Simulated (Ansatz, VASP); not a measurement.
**PbSe in VASP and in Ansatz**

File INCAR:

```
SYSTEM = PbSe
ALGO     = Normal         ! electronic algorithm
EDIFF    = 1E-6           ! SCF threshold, eV
ENCUT    = 520            ! plane-wave cutoff, eV
GGA      = PE             ! functional
ISIF     = 2              ! what is computed and relaxed
ISMEAR   = 0              ! smearing method
IVDW     = 12             ! dispersion correction
LASPH    = .TRUE.         ! aspherical terms in the spheres
LCHARG   = .FALSE.        ! write CHGCAR
LREAL    = .FALSE.        ! projectors in reciprocal space
LWAVE    = .FALSE.        ! write WAVECAR
NBANDS   = 17             ! bands
NELM     = 80             ! most SCF steps
PREC     = Accurate       ! precision mode
SIGMA    = 0.03           ! smearing width, eV
```

The input KPOINTS:

```
k-points
0
G
  10 10 10
  0 0 0
```

File POSCAR:

```
PbSe
1.0
    0.0000000000      3.1622517732      3.1622517732
    3.1622517732      0.0000000000      3.1622517732
    3.1622517732      3.1622517732      0.0000000000
Pb Se
1 1
Direct
    0.0000000000      0.0000000000      0.0000000000
    0.5000000000      0.5000000000      0.5000000000
```

Input for Ansatz:

```yaml
crystal:
  lattice:
    - [0.0, 3.1622517732, 3.1622517732]
    - [3.1622517732, 0.0, 3.1622517732]
    - [3.1622517732, 3.1622517732, 0.0]
  atoms:
    - { symbol: Pb, position: [0.0, 0.0, 0.0] }
    - { symbol: Se, position: [0.5, 0.5, 0.5] }
basis:
  ecutwfc: 420
kpoints:
  mp_grid: { grid: [10, 10, 10] }
hamiltonian:
  xc: pbe
  dispersion: d3bj
scf:
  occupations: { method: gaussian, width: 0.03 }
output:
  forces: true
  stress: true
  eigenvalues: true
```

Alike in both runs: task single point; functional PBE; dispersion D3(BJ); k mesh 10 × 10 × 10; occupations gaussian, width 0.03 eV; no spin polarisation.

|  | VASP | Ansatz |
| --- | --- | --- |
| version | VASP 6.6.1 | Ansatz 0.2.0 |
| potentials or method | VASP PAW PBE potentials, release 64 (Pb_d, Se), cutoff 520 eV | scalar-relativistic, plane waves, PAW |
| valence electrons in the cell | 20 | 30 |

|  | VASP | Ansatz | Ansatz less VASP |
| --- | --- | --- | --- |
| gap on the k mesh at the Fermi level (eV) | 0.57 | 0.57 | -0.004 |
| least direct gap on the mesh (eV) | 0.57 | 0.57 | -0.004 |
| pressure (GPa) | -2.7 | -2.6 | +0.02 |

VASP's potentials hold 20 valence electrons a cell and Ansatz's 30, so a difference there can come from the potentials and not from the codes. Ansatz's warnings: dispersion switch in reach.

Spin-orbit coupling is off throughout.
